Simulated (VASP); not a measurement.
# Ni (Pm-3m) in VASP: further runs

The runs below take Ni through single point, relaxation of cell and atoms, with PBEsol.

Everything below comes from runs of VASP 6.6.1. Logs are shortened: lines on timing, memory, paths and dates and some standing lists are left out, and cuts for length are marked.

## 1. The cell of the first run

The structure is cubic, space group Pm-3m (No. 221). The conventional cell has a = 2.257 Å, b = 2.257 Å, c = 2.257 Å, α = 90.00°, β = 90.00°, γ = 90.00°. Within 3.0 Å of Ni (site symmetry m-3m) lie 6 Ni at 2.26 Å.

## 2. Single point, PBEsol, collinear spin, ferromagnetic start (volume scaled by 0.96)

File INCAR:

```
SYSTEM = Ni
PREC = Accurate
ENCUT = 520
EDIFF = 1E-7
ISMEAR = -1
SIGMA = 0.05
LREAL = .FALSE.
LASPH = .TRUE.
NELM = 150
ALGO = Normal
ISIF = 2
LWAVE = .FALSE.
LCHARG = .FALSE.
ISPIN = 2
MAGMOM = 0.529
LORBIT = 11
LMAXMIX = 4
GGA = PS
NBANDS = 15
```

File KPOINTS:

```
Automatic mesh
0
G
  15 15 15
  0 0 0
```

File POSCAR:

```
Ni
1.0
    2.2574162784      0.0000000000      0.0000000000
    0.0000000000      2.2574162784      0.0000000000
    0.0000000000      0.0000000000      2.2574162784
Ni
1
Direct
    0.0000000000      0.0000000000      0.0000000000
```

Potentials or basis: VASP PAW PBE potentials, release 64 (Ni).

Started as:

```sh
cat potpaw_PBE.64/Ni/POTCAR > POTCAR
mpirun -np 1 vasp_std > vasp.out
```

OUTCAR:

```text
SYSTEM = Ni
   PREC = Accurate
   ENCUT = 520
   EDIFF = 1E-7
   ISMEAR = -1
   LREAL = .FALSE.
   LASPH = .TRUE.
   NELM = 150
   ISIF = 2
   ISPIN = 2
   LORBIT = 11
   GGA = PS

 ion  position               nearest neighbor table
   1  0.000  0.000  0.000-

  LATTYP: Found a simple cubic cell.
 ALAT       =     2.2574162784

  Lattice vectors:

 A1 = (   2.2574162784,   0.0000000000,   0.0000000000)
 A2 = (   0.0000000000,   2.2574162784,   0.0000000000)
 A3 = (   0.0000000000,   0.0000000000,   2.2574162784)

Analysis of symmetry for initial positions (statically):
=====================================================================
 Subroutine PRICEL returns:
 Original cell was already a primitive cell.

 Routine SETGRP: Setting up the symmetry group for a
 simple cubic supercell.

 Subroutine GETGRP returns: Found 48 space group operations
 (whereof 48 operations were pure point group operations)
 out of a pool of 48 trial point group operations.

The static configuration has the point symmetry O_h .

Analysis of symmetry for dynamics (positions and initial velocities):
=====================================================================
 Subroutine PRICEL returns:
 Original cell was already a primitive cell.

 Routine SETGRP: Setting up the symmetry group for a
 simple cubic supercell.

 Subroutine GETGRP returns: Found 48 space group operations
 (whereof 48 operations were pure point group operations)
 out of a pool of 48 trial point group operations.

The dynamic configuration has the point symmetry O_h .

Analysis of structural, dynamic, and magnetic symmetry:
=====================================================================
 Subroutine PRICEL returns:
 Original cell was already a primitive cell.

 Routine SETGRP: Setting up the symmetry group for a
 simple cubic supercell.

 Subroutine GETGRP returns: Found 48 space group operations
 (whereof 48 operations were pure point group operations)
 out of a pool of 48 trial point group operations.

The overall configuration has the point symmetry O_h .

 Subroutine INISYM returns: Found 48 space group operations
 (whereof 48 operations are pure point group operations),
 and found     1 'primitive' translations

----------------------------------------------------------------------------------------

                                     Primitive cell

  volume of cell :      11.5036

  direct lattice vectors                    reciprocal lattice vectors
     2.257416278  0.000000000  0.000000000     0.442984313  0.000000000  0.000000000
     0.000000000  2.257416278  0.000000000     0.000000000  0.442984313  0.000000000
     0.000000000  0.000000000  2.257416278     0.000000000  0.000000000  0.442984313

  length of vectors
     2.257416278  2.257416278  2.257416278     0.442984313  0.442984313  0.442984313

  position of ions in fractional coordinates (direct lattice)
     0.000000000  0.000000000  0.000000000

  ion indices of the primitive-cell ions
   primitive index   ion index
                 1           1

----------------------------------------------------------------------------------------

 KPOINTS: Automatic mesh

Automatic generation of k-mesh.
 Grid dimensions read from file:
 generate k-points for:   15   15   15

 Generating k-lattice:

  Cartesian coordinates                     Fractional coordinates (reciprocal lattice)
     0.029532288  0.000000000  0.000000000     0.066666667  0.000000000  0.000000000
     0.000000000  0.029532288  0.000000000     0.000000000  0.066666667  0.000000000
     0.000000000  0.000000000  0.029532288     0.000000000  0.000000000  0.066666667

  Length of vectors
     0.029532288  0.029532288  0.029532288

  Shift w.r.t. Gamma in fractional coordinates (k-lattice)
     0.000000000  0.000000000  0.000000000

 Subroutine IBZKPT returns following result:
 ===========================================

 Found    120 irreducible k-points:

 Following reciprocal coordinates:
            Coordinates               Weight
  0.000000  0.000000  0.000000      1.000000
  0.066667  0.000000  0.000000      6.000000
  0.133333  0.000000  0.000000      6.000000
  0.200000  0.000000  0.000000      6.000000
  0.266667  0.000000  0.000000      6.000000
  0.333333  0.000000  0.000000      6.000000
[... 16 lines left out ...]
  0.266667  0.200000  0.000000     24.000000
  0.333333  0.200000  0.000000     24.000000
 [... further k-points ...]
   k-points           NKPTS =    120   k-points in BZ     NKDIM =    120   number of bands    NBANDS=     15
   number of dos      NEDOS =    301   number of ions     NIONS =      1
   total plane-waves  NPLWV =   5832
   dimension x,y,z NGX =    18 NGY =   18 NGZ =   18
   dimension x,y,z NGXF=    36 NGYF=   36 NGZF=   36
   ions per type =               1
   NGX,Y,Z   is equivalent  to a cutoff of  13.26, 13.26, 13.26 a.u.
   NGXF,Y,Z  is equivalent  to a cutoff of  26.51, 26.51, 26.51 a.u.
 SYSTEM =  Ni
   PREC   = accura    normal or accurate (medium, high low for compatibility)
   ISTART =      0    job   : 0-new  1-cont  2-samecut
   ICHARG =      2    charge: 1-file 2-atom 10-const
   ISPIN  =      2    spin polarized calculation?
   LNONCOLLINEAR =      F non collinear calculations
   LSORBIT =      F    spin-orbit coupling
   LASPH  =      T    aspherical Exc in radial PAW
   ENCUT  =  520.0 eV  38.22 Ry    6.18 a.u.   4.20  4.20  4.20*2*pi/ulx,y,z
   NELM   =    150;   NELMIN=  2; NELMDL= -5     # of ELM steps
   EDIFF  = 0.1E-06   stopping-criterion for ELM
   LREAL  =      F    real-space projection
   EDIFFG = 0.1E-05   stopping-criterion for IOM
   NSW    =      0    number of steps for IOM
   IBRION =     -1    ionic relax: 0-MD 1-quasi-New 2-CG
   NFREE  =      0    steps in history (QN), initial steepest desc. (CG)
   ISIF   =      2    stress and relaxation
   ISYM   =      2    0-nonsym 1-usesym 2-fastsym
   POTIM  = 0.5000    time-step for ionic-motion
   TEBEG  =    0.0;   TEEND  =   0.0 temperature during run
   PSTRESS=    0.0 pullay stress
   NELECT =      10.0000    total number of electrons
   NUPDOWN=      -1.0000    fix difference up-down
   EMIN   =  10.00;   EMAX   =-10.00  energy-range for DOS
   EFERMI =   0.00;   METHOD = LEGACY
   ISMEAR =    -1;   SIGMA  =   0.05  broadening in eV -4-tet -1-fermi 0-gaus
   EFERMI_NEDOS =   21; number of points for ismear=-14 and -15
   IALGO  =     38    algorithm
   IMIX   =      4    mixing-type and parameters
     AMIX     =   0.40;   BMIX     =  1.00
     AMIX_MAG =   1.60;   BMIX_MAG =  1.00
  volume/ion in A,a.u.               =      11.50        77.63
  Fermi-wavevector in a.u.,A,eV,Ry     =   1.562415  2.952537 33.213752  2.441142
  Thomas-Fermi vector in A             =   2.665337
   LORBIT       =     11    0 simple, 1 ext, 2 COOP (PROOUT), +10 PAW based schemes
   GGA     = PS    functional components
   LHFCALC =     F    Hartree Fock is set to
   AEXX    =    0.0000 exact exchange contribution
   IVDW    =     0    specifies the selected vdW correction
   LEPSILON=     F    determine dielectric tensor
   LRPA    =     F    only Hartree local field effects (RPA)
 spin polarized calculation
  energy-cutoff  :      520.00
  volume of cell :       11.50
 maximum number of plane-waves:       320
 NGX is ok and might be reduce to    18
   NGX =  9   NGY =  9   NGZ =  9

 number of electron      10.0000000 magnetization       0.5290000

 number of electron       9.9999995 magnetization       0.4238813

 Free energy of the ion-electron system (eV)
  ---------------------------------------------------
  ext. energy  EPLUGINS =         0.00000000
  ---------------------------------------------------
  free energy    TOTEN  =        -5.37356593 eV

  energy without entropy =       -5.35898215  energy(sigma->0) =       -5.36627404

 E-fermi :   8.4439     XC(G=0): -13.0126

 val. band max:        8.4369192294   @ k =   0.4000   0.2000   0.0000
 cond. band min:       8.4500361198   @ k =   0.4667   0.2000   0.0000
 fundamental gap:      0.0131168904
 Fermi energy:         8.4439243589

 spin component 1

 k-point     1 :       0.0000    0.0000    0.0000
  band No.  band energies     occupation
      1      -0.1649      1.00000
      2       4.4937      1.00000
      3       4.4937      1.00000
      4       8.1975      0.99282
      5       8.1975      0.99282
      6       8.1975      0.99282
      7      28.9449      0.00000
      8      28.9449      0.00000
      9      28.9449      0.00000
     10      32.9822      0.00000
     11      32.9822      0.00000
     12      37.5914      0.00000
     13      51.9377      0.00000
     14      51.9377      0.00000
     15      51.9377      0.00000
[... 397 lines left out ...]
 k-point    24 :       0.3333    0.2000    0.0000
  band No.  band energies     occupation
      1       3.6548      1.00000
      2       5.1781      1.00000
      3       6.0177      1.00000
      4       7.3539      1.00000
      5       7.6456      1.00000
      6       7.8845      0.99999
      7      16.9527      0.00000
      8      24.8385      0.00000
      9      33.8706      0.00000
     10      34.8145      0.00000
     11      35.6510      0.00000
     12      44.0130      0.00000
     13      44.9670      0.00000
     14      46.7910      0.00000
     15      51.9334      0.00000

 [... further k-points ...]

 spin component 2

 k-point     1 :       0.0000    0.0000    0.0000
  band No.  band energies     occupation
      1      -0.1349      1.00000
      2       4.8022      1.00000
      3       4.8022      1.00000
      4       8.7368      0.00285
      5       8.7368      0.00285
      6       8.7368      0.00285
      7      29.0143      0.00000
      8      29.0143      0.00000
      9      29.0143      0.00000
     10      33.0592      0.00000
     11      33.0592      0.00000
     12      37.6135      0.00000
     13      51.9745      0.00000
     14      51.9745      0.00000
     15      51.9745      0.00000
[... 397 lines left out ...]
 k-point    24 :       0.3333    0.2000    0.0000
  band No.  band energies     occupation
      1       3.7637      1.00000
      2       5.4980      1.00000
      3       6.3419      1.00000
      4       7.8652      0.99999
      5       8.0185      0.99980
      6       8.4135      0.64758
      7      17.0888      0.00000
      8      24.9364      0.00000
      9      33.9497      0.00000
     10      34.9121      0.00000
     11      35.6693      0.00000
     12      44.0580      0.00000
     13      45.0498      0.00000
     14      46.8287      0.00000
     15      52.0050      0.00000

 [... further k-points ...]

------------------------ aborting loop because EDIFF is reached ----------------------------------------

  FORCE on cell =-STRESS in cart. coord.  units (eV):
  Direction    XX          YY          ZZ          XY          YZ          ZX
  --------------------------------------------------------------------------------------
  -------------------------------------------------------------------------------------
  Total        0.5209165      0.5209165      0.5209165     -0.0000000     -0.0000000     -0.0000000
  in kB       72.5510533     72.5510533     72.5510533     -0.0000000     -0.0000000     -0.0000000
  external PRESSURE =      72.5510533 kB  Pullay stress =       0.0000000 kB

 VOLUME and BASIS-vectors are now :
 -----------------------------------------------------------------------------
  energy-cutoff  :      520.00
  volume of cell :       11.50
      direct lattice vectors                 reciprocal lattice vectors
     2.257416278  0.000000000  0.000000000     0.442984313  0.000000000  0.000000000
     0.000000000  2.257416278  0.000000000     0.000000000  0.442984313  0.000000000
     0.000000000  0.000000000  2.257416278     0.000000000  0.000000000  0.442984313

 POSITION                                       TOTAL-FORCE (eV/Angst)
 -----------------------------------------------------------------------------------
      0.00000      0.00000      0.00000         0.000000      0.000000      0.000000
 -----------------------------------------------------------------------------------
    total drift:                                0.000000      0.000000     -0.000000

  FREE ENERGIE OF THE ION-ELECTRON SYSTEM (eV)
  ---------------------------------------------------
  free  energy   TOTEN  =        -5.3735659344 eV

  energy  without entropy=       -5.3589821501  energy(sigma->0) =       -5.36627404

 total charge

# of ion       s       p       d       tot
------------------------------------------
    1        0.548   0.455   8.396   9.399

 magnetization (x)

# of ion       s       p       d       tot
------------------------------------------
    1        0.001  -0.002   0.425   0.424
```

Run time: 17 s. Hardware: 1 thread of AMD EPYC 9R45 (Zen 5), shared host; peak memory 0.11 GiB.

Results:

```
Free energy                                           : -5.3736 eV
Pressure                                              : 7.3 GPa
Net moment                                            : 0.42 μB per cell
Site moments                                          : Ni +0.42 μB
Valence electrons inside the program's atomic spheres : Ni 9.40
```

Caveat: the cell differs from its parent crystal (volume scaled by 0.96); the PAW data sets were made with another functional, which shifts forces and pressure a little.

## 3. Single point, PBEsol, collinear spin, ferromagnetic start

This run uses another cell than the first one, of 11.98 Å³/atom, 1.042 times its volume.

File INCAR:

```
SYSTEM = Ni
  PREC = Accurate
  ENCUT = 520
  EDIFF = 1E-6
  ISMEAR = -1
  SIGMA = 0.05
  LREAL = .False.
  LASPH = .True.
  NELM = 150
  ALGO = Normal
  ISIF = 2
  LWAVE = .False.
  LCHARG = .False.
  ISPIN = 2
  MAGMOM = 0.8
  LORBIT = 11
  LMAXMIX = 4
  GGA = PS
  NBANDS = 15
```

File KPOINTS:

```
regular mesh
0
Gamma
  14 14 14
  0 0 0
```

File POSCAR:

```
Ni
1.0
    2.2883436323      0.0000000000      0.0000000000
    0.0000000000      2.2883436323      0.0000000000
    0.0000000000      0.0000000000      2.2883436323
Ni
1
Direct
    0.0000000000      0.0000000000      0.0000000000
```

Potentials or basis: VASP PAW PBE potentials, release 64 (Ni).

Started as:

```sh
cat potpaw_PBE.64/Ni/POTCAR > POTCAR
mpirun -np 1 vasp_std > vasp.out
```

Wall time 18 s (1 thread of AMD EPYC 9R45 (Zen 5), shared host); peak memory 0.11 GiB.

It converged, with:

```
Free energy                                           : -5.3843 eV
Pressure                                              : 0.0 GPa
Net moment                                            : 0.49 μB per cell
Site moments                                          : Ni +0.49 μB
Valence electrons inside the program's atomic spheres : Ni 9.33
```

Levels at points of the mesh, in eV from the Fermi level:
Spin up:
```tsv
k point	band 1	band 2	band 3	band 4	band 5	band 6	band 7	band 8	band 9	band 10
(0.00, 0.00, 0.00)	-8.35	-3.80	-3.80	-0.31	-0.31	-0.31	19.98	19.98	19.98	23.90
(0.50, 0.00, 0.00)	-4.13	-3.34	-1.43	-1.43	-1.21	-0.21	3.85	24.96	27.37	27.64
(0.50, 0.50, 0.00)	-4.45	-2.97	-1.20	-1.20	0.48	5.28	5.28	11.56	11.85	31.93
(0.50, 0.50, 0.50)	-3.45	-3.45	-3.45	0.54	0.54	12.16	12.16	12.16	13.99	17.51
```
Spin down:
```
           k point  band 2  band 3  band 4  band 5  band 6  band 7  band 8  band 9
(0.00, 0.00, 0.00)   -3.41   -3.41    0.29    0.29    0.29   20.06   20.06   20.06
(0.50, 0.00, 0.00)   -2.93   -1.21   -0.87   -0.87    0.39    4.18   24.92   27.37
(0.50, 0.50, 0.00)   -2.58   -0.63   -0.63    0.99    5.32    5.32   11.74   12.07
(0.50, 0.50, 0.50)   -3.00   -3.00    1.05    1.05   12.25   12.25   12.25   13.93
```

Caveat: the PAW data sets were made with another functional, which shifts forces and pressure a little.

## 4. Single point, PBEsol, collinear spin, ferromagnetic start

This run uses another cell than the first one, of 11.98 Å³/atom, 1.042 times its volume.

File INCAR:

```
SYSTEM = Ni
  PREC = Accurate
  ENCUT = 520
  EDIFF = 1E-6
  ISMEAR = -1
  SIGMA = 0.05
  LREAL = .FALSE.
  LASPH = .TRUE.
  NELM = 150
  ALGO = Normal
  ISIF = 2
  LWAVE = .FALSE.
  LCHARG = .TRUE.
  ISPIN = 2
  MAGMOM = 0.529
  LORBIT = 11
  LMAXMIX = 4
  GGA = PS
  LELF = .TRUE.
  LVHAR = .TRUE.
  NBANDS = 15
```

File KPOINTS:

```
regular mesh
0
G
  15 15 15
  0 0 0
```

POSCAR is that of step 3.

Started as:

```sh
cat potpaw_PBE.64/Ni/POTCAR > POTCAR
mpirun -np 1 vasp_std > vasp.out
```

Run time: 20 s. Hardware: 1 thread of AMD EPYC 9R45 (Zen 5), shared host; peak memory 0.11 GiB.

The run converged. Its results:

| Item | Value |
| --- | --- |
| Free energy | -5.3839 eV |
| Pressure | -0.1 GPa |
| Net moment | 0.47 μB per cell |
| Site moments | Ni +0.47 μB |
| Valence electrons inside the program's atomic spheres | Ni 9.33 |

Levels at points of the mesh, in eV from the Fermi level:
Spin up:
| k point | band 1 | band 2 | band 3 | band 4 | band 5 | band 6 | band 7 | band 8 | band 9 | band 10 |
| --- | --- | --- | --- | --- | --- | --- | --- | --- | --- | --- |
| (0.00, 0.00, 0.00) | -8.34 | -3.78 | -3.78 | -0.29 | -0.29 | -0.29 | 19.99 | 19.99 | 19.99 | 23.91 |
Spin down:
```csv
k point,band 2,band 3,band 4,band 5,band 6,band 7,band 8,band 9
"(0.00, 0.00, 0.00)",-3.42,-3.42,0.29,0.29,0.29,20.06,20.06,20.06
```

Caveat: the PAW data sets were made with another functional, which shifts forces and pressure a little.

(Part 1 of 2 ends here.)
